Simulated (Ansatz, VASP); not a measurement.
# Two plane-wave programs on MgO

File INCAR:

```
SYSTEM = MgO
ALGO     = Normal         ! electronic algorithm
EDIFF    = 1E-6           ! SCF threshold, eV
ENCUT    = 520            ! plane-wave cutoff, eV
ISIF     = 2              ! what is computed and relaxed
ISMEAR   = 0              ! smearing method
LASPH    = .TRUE.         ! aspherical terms in the spheres
LCHARG   = .FALSE.        ! write CHGCAR
LREAL    = .FALSE.        ! projectors in reciprocal space
LWAVE    = .FALSE.        ! write WAVECAR
NBANDS   = 11             ! bands
NELM     = 60             ! most SCF steps
PREC     = Accurate       ! precision mode
SIGMA    = 0.05           ! smearing width, eV
```

KPOINTS

```
k-points
0
G
  9 9 8
  0 0 0
```

Contents of POSCAR:

```
MgO
1.0
    2.9380209034      0.0000000000      0.0000000000
   -1.4690104517      2.5444007392      0.0000000000
    0.0000000000      0.0000000000      2.6796800000
Mg O
1 1
Direct
    0.0000000000      0.0000000000      0.0000000000
    0.3333333333      0.6666666667      0.4813410556
```

Input for Ansatz:

```yaml
crystal:
  lattice:
    - [2.9380209034, 0.0, 0.0]
    - [-1.4690104517, 2.5444007392, 0.0]
    - [0.0, 0.0, 2.67968]
  atoms:
    - { symbol: Mg, position: [0.0, 0.0, 0.0] }
    - { symbol: O, position: [0.3333333333, 0.6666666667, 0.4813410556] }
basis:
  ecutwfc: 420
kpoints:
  mp_grid: { grid: [9, 9, 8] }
hamiltonian:
  xc: lda
scf:
  occupations: { method: gaussian, width: 0.05 }
output:
  forces: true
  stress: true
  eigenvalues: true
```

Change from the starting cell: all O atoms moved +0.050 Å, as atom 2 towards its neighbour atom 2 (O) at 2.680 Å.

Alike in both runs: task single point; functional LDA; k mesh 9 × 9 × 8; occupations gaussian, width 0.05 eV; no spin polarisation.

|  | VASP | Ansatz |
| --- | --- | --- |
| version | VASP 6.6.1 | Ansatz 0.2.0 |
| potentials or method | VASP PAW LDA potentials, release 64 (Mg, O), cutoff 520 eV | scalar-relativistic, plane waves, PAW |
| valence electrons in the cell | 8 | 16 |

Ansatz gave:

| Property | Result |
| --- | --- |
| gap on the k mesh at the Fermi level (eV) | 2.94 |
| least direct gap on the mesh (eV) | 3.35 |
| pressure (GPa) | -9.2 |
| traceless stress, the component that is largest in VASP (GPa) | -0.79 |
| rms of the force components (eV/Å) | 0.082 |

Q: What did VASP give for the same quantities?

A: gap on the k mesh at the Fermi level (eV): 2.94; least direct gap on the mesh (eV): 3.35; pressure (GPa): -10.8; traceless stress, the component that is largest in VASP (GPa): -1.00; rms of the force components (eV/Å): 0.084.

LDA's correlation is that of Perdew and Zunger in VASP and of Perdew and Wang (1992) in Ansatz. Atom by atom the forces differ by 0.002 eV/Å (rms over components). VASP's potentials hold 8 valence electrons a cell and Ansatz's 16, so a difference there can come from the potentials and not from the codes.
